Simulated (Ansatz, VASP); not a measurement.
# One calculation of AlN, two programs

```
CELL_PARAMETERS angstrom
2.85049 0.00000 0.00000
-1.42524 2.46859 0.00000
0.00000 0.00000 5.92949
ATOMIC_POSITIONS crystal
Al 0.33333 0.66667 0.00000
Al 0.66667 0.33333 0.50000
N 0.33333 0.66667 0.38500
N 0.66667 0.33333 0.88500
```

Alike in both runs: task single point; functional PBEsol; k mesh 9 × 9 × 6; occupations gaussian, width 0.05 eV; no spin polarisation.

|  | VASP | Ansatz |
| --- | --- | --- |
| version | VASP 6.6.1 | Ansatz 0.2.0 |
| potentials or method | VASP PAW PBE potentials, release 64 (Al, N), cutoff 520 eV | scalar-relativistic, plane waves, PAW |
| valence electrons in the cell | 16 | 16 |

|  | VASP | Ansatz | Ansatz less VASP |
| --- | --- | --- | --- |
| gap on the k mesh at the Fermi level (eV) | 1.78 | 1.79 | +0.009 |
| least direct gap on the mesh (eV) | 1.78 | 1.79 | +0.009 |
| pressure (GPa) | 20.4 | 20.0 | -0.37 |
| traceless stress, the component that is largest in VASP (GPa) | -61.21 | -60.49 | +0.718 |
| rms of the force components (eV/Å) | 0.547 | 0.530 | -0.0176 |

VASP's potentials were made for PBE, not for PBEsol. Atom by atom the forces differ by 0.018 eV/Å (rms over components). With one functional, cell and mesh, what is left measures potentials, basis and numerics.
